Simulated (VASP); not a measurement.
# BeS (F-43m) in VASP: further runs

Runs on BeS. Level: r2SCAN. Tasks: single point, relaxation of cell and atoms.

Everything below comes from runs of VASP 6.6.1. Logs are shortened: lines on timing, memory, paths and dates and some standing lists are left out, and cuts for length are marked.

### 1 The cell of the first run

Symmetry: F-43m, No. 216, cubic system. The conventional cell has a = 4.903 Å, b = 4.903 Å, c = 4.903 Å, α = 90.00°, β = 90.00°, γ = 90.00°. Within 2.8 Å of Be (site symmetry -43m) lie 4 S at 2.12 Å. S (site symmetry -43m) has 4 Be at 2.12 Å within 2.8 Å.

### 2 Single point, r2SCAN

POSCAR

```
BeS
1.0
    2.4514719053      2.4514719053      0.0000000000
   -2.4514719053      2.4514719053      0.0000000000
    0.0000000000      2.4514719053      2.4514719053
Be S
1 1
Direct
    0.0000000000      0.0000000000      0.0000000000
    0.7500000000      0.2500000000      0.5000000000
```

INCAR.step1

```
  PREC = Accurate
  ENCUT = 520
  ISMEAR = 0
  SIGMA = 0.01
  LREAL = False
  LASPH = True
  NELM = 80
  NBANDS = 11
  GGA = PE
  ALGO = Normal
  EDIFF = 1E-4
  LWAVE = True
  LCHARG = False
```

INCAR.step2

```
  PREC = Accurate
  ENCUT = 520
  EDIFF = 1E-6
  ISMEAR = 0
  SIGMA = 0.01
  LREAL = False
  LASPH = True
  NELM = 80
  ALGO = Normal
  ISIF = 2
  LWAVE = False
  LCHARG = False
  METAGGA = R2SCAN
  LMIXTAU = True
  NBANDS = 11
  ISTART = 1
```

KPOINTS

```
regular mesh
0
Gamma
  8 8 8
```

Potentials or basis: VASP PAW PBE potentials, release 64 (Be, S).

The run is started by

```
$ cat potpaw_PBE.64/Be/POTCAR potpaw_PBE.64/S/POTCAR > POTCAR
$ cp INCAR.step1 INCAR
$ mpirun -np 1 vasp_std > vasp.out
$ cp INCAR.step2 INCAR
$ mpirun -np 1 vasp_std > vasp.out
```

OUTCAR:

```text
PREC = Accurate
   ENCUT = 520
   EDIFF = 1E-6
   ISMEAR = 0
   LREAL = False
   LASPH = True
   NELM = 80
   ISIF = 2
   METAGGA = R2SCAN
   ISTART = 1

 ion  position               nearest neighbor table
   1  0.000  0.000  0.000-   2 2.12   2 2.12   2 2.12   2 2.12
   2  0.750  0.250  0.500-   1 2.12   1 2.12   1 2.12   1 2.12

  LATTYP: Found a face centered cubic cell.
 ALAT       =     4.9029438106

  Lattice vectors:

 A1 = (   0.0000000000,   2.4514719053,   2.4514719053)
 A2 = (   2.4514719053,   0.0000000000,   2.4514719053)
 A3 = (   2.4514719053,   2.4514719053,   0.0000000000)

Analysis of symmetry for initial positions (statically):
=====================================================================
 Subroutine PRICEL returns:
 Original cell was already a primitive cell.

 Routine SETGRP: Setting up the symmetry group for a
 face centered cubic supercell.

 Subroutine GETGRP returns: Found 24 space group operations
 (whereof 24 operations were pure point group operations)
 out of a pool of 48 trial point group operations.

The static configuration has the point symmetry T_d .

Analysis of symmetry for dynamics (positions and initial velocities):
=====================================================================
 Subroutine PRICEL returns:
 Original cell was already a primitive cell.

 Routine SETGRP: Setting up the symmetry group for a
 face centered cubic supercell.

 Subroutine GETGRP returns: Found 24 space group operations
 (whereof 24 operations were pure point group operations)
 out of a pool of 48 trial point group operations.

The dynamic configuration has the point symmetry T_d .

 Subroutine INISYM returns: Found 24 space group operations
 (whereof 24 operations are pure point group operations),
 and found     1 'primitive' translations

----------------------------------------------------------------------------------------

                                     Primitive cell

  volume of cell :      29.4653

  direct lattice vectors                    reciprocal lattice vectors
     2.451471905  2.451471905  0.000000000     0.203959099  0.203959099 -0.203959099
    -2.451471905  2.451471905  0.000000000    -0.203959099  0.203959099 -0.203959099
     0.000000000  2.451471905  2.451471905     0.000000000  0.000000000  0.407918197

  length of vectors
     3.466904816  3.466904816  3.466904816     0.353267521  0.353267521  0.407918197

  position of ions in fractional coordinates (direct lattice)
     0.000000000  0.000000000  0.000000000
     0.750000000  0.250000000  0.500000000

  ion indices of the primitive-cell ions
   primitive index   ion index
                 1           1
                 2           2

----------------------------------------------------------------------------------------

 KPOINTS: regular mesh

Automatic generation of k-mesh.
 Grid dimensions read from file:
 generate k-points for:    8    8    8

 Generating k-lattice:

  Cartesian coordinates                     Fractional coordinates (reciprocal lattice)
     0.025494887  0.025494887 -0.025494887     0.125000000  0.000000000  0.000000000
    -0.025494887  0.025494887 -0.025494887     0.000000000  0.125000000  0.000000000
     0.000000000  0.000000000  0.050989775     0.000000000  0.000000000  0.125000000

  Length of vectors
     0.044158440  0.044158440  0.050989775

  Shift w.r.t. Gamma in fractional coordinates (k-lattice)
     0.000000000  0.000000000  0.000000000

 Subroutine IBZKPT returns following result:
 ===========================================

 Found     29 irreducible k-points:

 Following reciprocal coordinates:
            Coordinates               Weight
  0.000000  0.000000  0.000000      1.000000
  0.125000  0.000000  0.000000      8.000000
  0.250000  0.000000  0.000000      8.000000
  0.375000  0.000000  0.000000      8.000000
  0.500000  0.000000  0.000000      4.000000
  0.125000  0.125000  0.000000     12.000000
[... 16 lines left out ...]
  0.375000  0.250000  0.125000     48.000000
  0.500000  0.250000  0.125000     24.000000
 [... further k-points ...]
   k-points           NKPTS =     29   k-points in BZ     NKDIM =     29   number of bands    NBANDS=     11
   number of dos      NEDOS =    301   number of ions     NIONS =      2
   total plane-waves  NPLWV =  21952
   dimension x,y,z NGX =    28 NGY =   28 NGZ =   28
   dimension x,y,z NGXF=    56 NGYF=   56 NGZF=   56
   ions per type =               1   1
   NGX,Y,Z   is equivalent  to a cutoff of  13.43, 13.43, 13.43 a.u.
   NGXF,Y,Z  is equivalent  to a cutoff of  26.85, 26.85, 26.85 a.u.
 SYSTEM =  unknown system
   PREC   = accura    normal or accurate (medium, high low for compatibility)
   ISTART =      1    job   : 0-new  1-cont  2-samecut
   ICHARG =      0    charge: 1-file 2-atom 10-const
   ISPIN  =      1    spin polarized calculation?
   LNONCOLLINEAR =      F non collinear calculations
   LSORBIT =      F    spin-orbit coupling
   LASPH  =      T    aspherical Exc in radial PAW
   ENCUT  =  520.0 eV  38.22 Ry    6.18 a.u.   6.45  6.45  6.45*2*pi/ulx,y,z
   NELM   =     80;   NELMIN=  2; NELMDL=  0     # of ELM steps
   EDIFF  = 0.1E-05   stopping-criterion for ELM
   LREAL  =      F    real-space projection
   EDIFFG = 0.1E-04   stopping-criterion for IOM
   NSW    =      0    number of steps for IOM
   IBRION =     -1    ionic relax: 0-MD 1-quasi-New 2-CG
   NFREE  =      0    steps in history (QN), initial steepest desc. (CG)
   ISIF   =      2    stress and relaxation
   ISYM   =      2    0-nonsym 1-usesym 2-fastsym
   POTIM  = 0.5000    time-step for ionic-motion
   TEBEG  =    0.0;   TEEND  =   0.0 temperature during run
   PSTRESS=    0.0 pullay stress
   NELECT =       8.0000    total number of electrons
   NUPDOWN=      -1.0000    fix difference up-down
   EMIN   =  10.00;   EMAX   =-10.00  energy-range for DOS
   EFERMI =   0.00;   METHOD = LEGACY
   ISMEAR =     0;   SIGMA  =   0.01  broadening in eV -4-tet -1-fermi 0-gaus
   EFERMI_NEDOS =   21; number of points for ismear=-14 and -15
   IALGO  =     38    algorithm
   IMIX   =      4    mixing-type and parameters
     AMIX     =   0.40;   BMIX     =  1.00
     AMIX_MAG =   1.60;   BMIX_MAG =  1.00
  volume/ion in A,a.u.               =      14.73        99.42
  Fermi-wavevector in a.u.,A,eV,Ry     =   1.060070  2.003242 15.289527  1.123749
  Thomas-Fermi vector in A             =   2.195438
   LORBIT       =      0    0 simple, 1 ext, 2 COOP (PROOUT), +10 PAW based schemes
   METAGGA = R2SCAN    functional components
   LHFCALC =     F    Hartree Fock is set to
   AEXX    =    0.0000 exact exchange contribution
   IVDW    =     0    specifies the selected vdW correction
   LEPSILON=     F    determine dielectric tensor
   LRPA    =     F    only Hartree local field effects (RPA)
 non-spin polarized calculation
 Gauss-broadening in eV      SIGMA  =   0.01
  energy-cutoff  :      520.00
  volume of cell :       29.47
 maximum number of plane-waves:       821
 NGX is ok and might be reduce to    28
   NGX = 13   NGY = 13   NGZ = 13

 number of electron       7.9999999 magnetization

 Free energy of the ion-electron system (eV)
  ---------------------------------------------------
  ext. energy  EPLUGINS =         0.00000000
  ---------------------------------------------------
  free energy    TOTEN  =       -14.78383856 eV

  energy without entropy =      -14.78383856  energy(sigma->0) =      -14.78383856

 E-fermi :   3.6786     XC(G=0): -10.0426

 val. band max:        3.6336732988   @ k =   0.0000   0.0000   0.0000
 cond. band min:       7.2773753368   @ k =   0.5000   0.5000   0.0000
 fundamental gap:      3.6437020380
 Fermi energy:         3.6786220368

 k-point     1 :       0.0000    0.0000    0.0000
  band No.  band energies     occupation
      1     -10.4401      2.00000
      2       3.6337      2.00000
      3       3.6337      2.00000
      4       3.6337      2.00000
      5       9.9080      0.00000
      6       9.9080      0.00000
      7       9.9080      0.00000
      8      10.0307      0.00000
      9      16.9948      0.00000
     10      16.9948      0.00000
     11      19.2692      0.00000

 k-point     2 :       0.1250    0.0000    0.0000
  band No.  band energies     occupation
      1     -10.2628      2.00000
      2       2.4602      2.00000
      3       3.4429      2.00000
      4       3.4429      2.00000
      5       9.8155      0.00000
      6      10.2643      0.00000
      7      10.2643      0.00000
      8      11.3121      0.00000
      9      16.3315      0.00000
     10      16.3315      0.00000
     11      19.1906      0.00000

 k-point     3 :       0.2500    0.0000    0.0000
  band No.  band energies     occupation
      1      -9.7768      2.00000
      2       0.3637      2.00000
      3       3.0555      2.00000
      4       3.0555      2.00000
      5       9.7304      0.00000
      6      10.8094      0.00000
      7      10.8094      0.00000
      8      13.4726      0.00000
      9      16.1121      0.00000
     10      16.1121      0.00000
     11      18.7059      0.00000

 k-point     4 :       0.3750    0.0000    0.0000
  band No.  band energies     occupation
      1      -9.1664      2.00000
      2      -1.3955      2.00000
      3       2.7381      2.00000
      4       2.7381      2.00000
      5       9.6484      0.00000
      6      10.8655      0.00000
      7      10.8655      0.00000
      8      15.0726      0.00000
      9      17.5084      0.00000
     10      17.5084      0.00000
     11      18.8219      0.00000

 k-point     5 :       0.5000    0.0000    0.0000
  band No.  band energies     occupation
      1      -8.8531      2.00000
      2      -2.1121      2.00000
      3       2.6213      2.00000
      4       2.6213      2.00000
      5       9.6143      0.00000
      6      10.7842      0.00000
      7      10.7842      0.00000
      8      15.5280      0.00000
      9      19.2109      0.00000
     10      19.2109      0.00000
     11      19.6217      0.00000
[... 211 lines left out ...]
 k-point    21 :       0.5000    0.5000    0.0000
  band No.  band energies     occupation
      1      -8.3135      2.00000
      2      -1.3849      2.00000
      3       1.0340      2.00000
      4       1.0340      2.00000
      5       7.2774      0.00000
      6       9.0449      0.00000
      7      17.2333      0.00000
      8      17.2333      0.00000
      9      19.9545      0.00000
     10      20.6321      0.00000
     11      21.2647      0.00000

 k-point    22 :       0.2500    0.2500    0.1250
  band No.  band energies     occupation
      1      -9.3807      2.00000
      2       0.1174      2.00000
      3       1.5358      2.00000
      4       2.5437      2.00000
      5       9.7373      0.00000
      6      11.5076      0.00000
      7      11.6705      0.00000
      8      12.8202      0.00000
      9      15.8564      0.00000
     10      18.7385      0.00000
     11      20.4527      0.00000

 k-point    23 :       0.3750    0.2500    0.1250
  band No.  band energies     occupation
      1      -8.8459      2.00000
      2      -1.0321      2.00000
      3       0.9925      2.00000
      4       2.0826      2.00000
      5      10.1894      0.00000
      6      11.0212      0.00000
      7      12.6602      0.00000
      8      13.5533      0.00000
      9      16.9220      0.00000
     10      18.8470      0.00000
     11      20.8692      0.00000

 k-point    24 :       0.5000    0.2500    0.1250
  band No.  band energies     occupation
      1      -8.5807      2.00000
      2      -1.5777      2.00000
      3       0.8916      2.00000
      4       1.8421      2.00000
      5      10.2852      0.00000
      6      10.7681      0.00000
      7      13.3635      0.00000
      8      14.7388      0.00000
      9      15.8260      0.00000
     10      19.6881      0.00000
     11      20.3910      0.00000

 [... further k-points ...]

------------------------ aborting loop because EDIFF is reached ----------------------------------------

  FORCE on cell =-STRESS in cart. coord.  units (eV):
  Direction    XX          YY          ZZ          XY          YZ          ZX
  --------------------------------------------------------------------------------------
  -------------------------------------------------------------------------------------
  Total       -0.3166041     -0.3166041     -0.3166041     -0.0000000     -0.0000000      0.0000000
  in kB      -17.2153690    -17.2153690    -17.2153690     -0.0000000     -0.0000000      0.0000000
  external PRESSURE =     -17.2153690 kB  Pullay stress =       0.0000000 kB

 VOLUME and BASIS-vectors are now :
 -----------------------------------------------------------------------------
  energy-cutoff  :      520.00
  volume of cell :       29.47
      direct lattice vectors                 reciprocal lattice vectors
     2.451471905  2.451471905  0.000000000     0.203959099  0.203959099 -0.203959099
    -2.451471905  2.451471905  0.000000000    -0.203959099  0.203959099 -0.203959099
     0.000000000  2.451471905  2.451471905     0.000000000  0.000000000  0.407918197

 POSITION                                       TOTAL-FORCE (eV/Angst)
 -----------------------------------------------------------------------------------
      0.00000      0.00000      0.00000        -0.000000     -0.000000      0.000000
      1.22574      3.67721      1.22574         0.000000      0.000000     -0.000000
 -----------------------------------------------------------------------------------
    total drift:                               -0.000000      0.000000     -0.000000

  FREE ENERGIE OF THE ION-ELECTRON SYSTEM (eV)
  ---------------------------------------------------
  free  energy   TOTEN  =       -14.7838385577 eV

  energy  without entropy=      -14.7838385577  energy(sigma->0) =      -14.78383856
```

Run time: 70 s. Hardware: 1 thread of Intel Xeon 8259CL, shared host; peak memory 0.16 GiB.

Results:

```yaml
Free_energy: -14.7838 eV
Pressure: -1.7 GPa
Band_gap_on_the_k_mesh: 3.64 eV (least direct gap 6.24 eV)
```

Caveat: the PAW data sets were made with another functional, which shifts forces and pressure a little.

### 3 Single point, r2SCAN

POSCAR

```
BeS
1.0
    2.4514719052      2.4514719052      0.0000000000
   -2.4514719052      2.4514719052      0.0000000000
    0.0000000000      2.4514719052      2.4514719052
Be S
1 1
Direct
    0.0000000000      0.0000000000      0.0000000000
    0.7500000000      0.2500000000      0.5000000000
```

INCAR.step1

```
SYSTEM = BeS
ALGO = Normal ; EDIFF = 1E-4
ENCUT = 520 ; GGA = PE
ISMEAR = 0 ; LASPH = .TRUE.
LCHARG = .FALSE. ; LREAL = .FALSE.
LWAVE = .TRUE. ; NBANDS = 11
NELM = 100 ; PREC = Accurate
SIGMA = 0.01
```

INCAR.step2

```
SYSTEM = BeS
ALGO = Normal ; EDIFF = 1E-6
ENCUT = 520 ; ISIF = 2
ISMEAR = 0 ; ISTART = 1
LASPH = .TRUE. ; LCHARG = .FALSE.
LMIXTAU = .TRUE. ; LREAL = .FALSE.
LWAVE = .FALSE. ; METAGGA = R2SCAN
NBANDS = 11 ; NELM = 100
PREC = Accurate ; SIGMA = 0.01
```

KPOINTS

```
k-points
0
G
  8 8 8
  0 0 0
```

Potentials or basis: VASP PAW PBE potentials, release 64 (Be, S).

The run is started by

```
$ cat potpaw_PBE.64/Be/POTCAR potpaw_PBE.64/S/POTCAR > POTCAR
$ cp INCAR.step1 INCAR
$ mpirun -np 1 vasp_std > vasp.out
$ cp INCAR.step2 INCAR
$ mpirun -np 1 vasp_std > vasp.out
```

Wall time 67 s (1 thread of Intel Xeon 8259CL, shared host); peak memory 0.16 GiB.

Results (log left out):

| Property | Result |
| --- | --- |
| Free energy | -14.7838 eV |
| Pressure | -1.7 GPa |
| Band gap on the k mesh | 3.64 eV (least direct gap 6.24 eV) |

Levels at points of the mesh, in eV from the valence-band top:
```
           k point  band 2  band 3  band 4  band 5  band 6  band 7
(0.00, 0.00, 0.00)    0.00    0.00    0.00    6.27    6.27    6.27
(0.50, 0.00, 0.00)   -5.75   -1.01   -1.01    5.98    7.15    7.15
(0.50, 0.50, 0.00)   -5.02   -2.60   -2.60    3.64    5.41   13.60
```

Caveat: the PAW data sets were made with another functional, which shifts forces and pressure a little. A k mesh can miss the band edges.

### 4 Relaxation of cell and atoms, r2SCAN, target pressure -2 GPa, at which the enthalpy is minimised

This run uses another cell than the first one, of 14.42 Å³/atom.

POSCAR

```
BeS
1.0
    2.4342244985      2.4342244985      0.0000000000
   -2.4342244985      2.4342244985      0.0000000000
    0.0000000000      2.4342244985      2.4342244985
Be S
1 1
Direct
    0.0000000000      0.0000000000      0.0000000000
    0.7500000000      0.2500000000      0.5000000000
```

INCAR.step1

```
SYSTEM = BeS
ALGO = Normal ; EDIFF = 1E-4
ENCUT = 600 ; GGA = PE
ISMEAR = 0 ; LASPH = .TRUE.
LCHARG = .FALSE. ; LREAL = .FALSE.
LWAVE = .TRUE. ; NELM = 100
PREC = Accurate ; SIGMA = 0.01
```

INCAR.step2

```
SYSTEM = BeS
ALGO = Normal ; EDIFF = 1E-6
EDIFFG = -0.002 ; ENCUT = 600
IBRION = 2 ; ISIF = 3
ISMEAR = 0 ; ISTART = 1
LASPH = .TRUE. ; LCHARG = .FALSE.
LMIXTAU = .TRUE. ; LREAL = .FALSE.
LWAVE = .FALSE. ; METAGGA = R2SCAN
NELM = 100 ; NSW = 100
PREC = Accurate ; PSTRESS = -20.0
SIGMA = 0.01
```

KPOINTS is that of step 3.

The run is started by

```
$ cat potpaw_PBE.64/Be/POTCAR potpaw_PBE.64/S/POTCAR > POTCAR
$ cp INCAR.step1 INCAR
$ mpirun -np 1 vasp_std > vasp.out
$ cp INCAR.step2 INCAR
$ mpirun -np 1 vasp_std > vasp.out
```

Wall time 2.3 min (1 thread of Intel Xeon 8259CL, shared host); peak memory 0.16 GiB.

Results (log left out):

| Item | Value |
| --- | --- |
| Free energy | -14.7830 eV |
| Relaxed volume | 14.78 Å³/atom |
| Relaxed cell | a = 3.471 Å, b = 3.471 Å, c = 3.471 Å, α = 60.00°, β = 60.00°, γ = 90.00° |
| Space group after relaxing (to 0.1 Å) | F-43m (No. 216) |
| Energy change on relaxing (the run minimises the enthalpy) | +1.9 meV/atom |
| Ionic steps | 3 |
| Pressure after relaxing | -2.0 GPa |
| Band gap on the k mesh | 3.65 eV (least direct gap 6.24 eV) |

The path:
| step | energy change (eV) | largest force (eV/Å) | pressure (GPa) | volume (Å³) |
| --- | --- | --- | --- | --- |
| 1 | 0.0000 | 0.0000 | 0.31 | 28.85 |
| 2 | 0.0062 | 0.0000 | -2.49 | 29.72 |
| 3 | 0.0039 | 0.0000 | -1.99 | 29.56 |

Final structure:
```xyz
2
Lattice="2.4541 2.4541 0.0000 -2.4541 2.4541 0.0000 0.0000 2.4541 2.4541" Properties=species:S:1:pos:R:3 pbc="T T T"
Be    0.0000    2.4541    2.4541
S     1.2271    3.6812    1.2271
```

Levels at points of the mesh, in eV from the valence-band top:
```tsv
k point	band 1	band 2	band 3	band 4	band 5	band 6	band 7	band 8
(0.00, 0.00, 0.00)	-14.05	0.00	0.00	0.00	6.28	6.28	6.28	6.37
(0.50, 0.00, 0.00)	-12.47	-5.72	-1.01	-1.01	5.97	7.15	7.15	11.88
(0.50, 0.50, 0.00)	-11.94	-5.00	-2.59	-2.59	3.65	5.41	13.57	13.57
```

Caveat: the cell is relaxed towards a set pressure, so the run minimises the enthalpy, not the energy; the PAW data sets were made with another functional, which shifts forces and pressure a little.

[end of part 1 of 2]
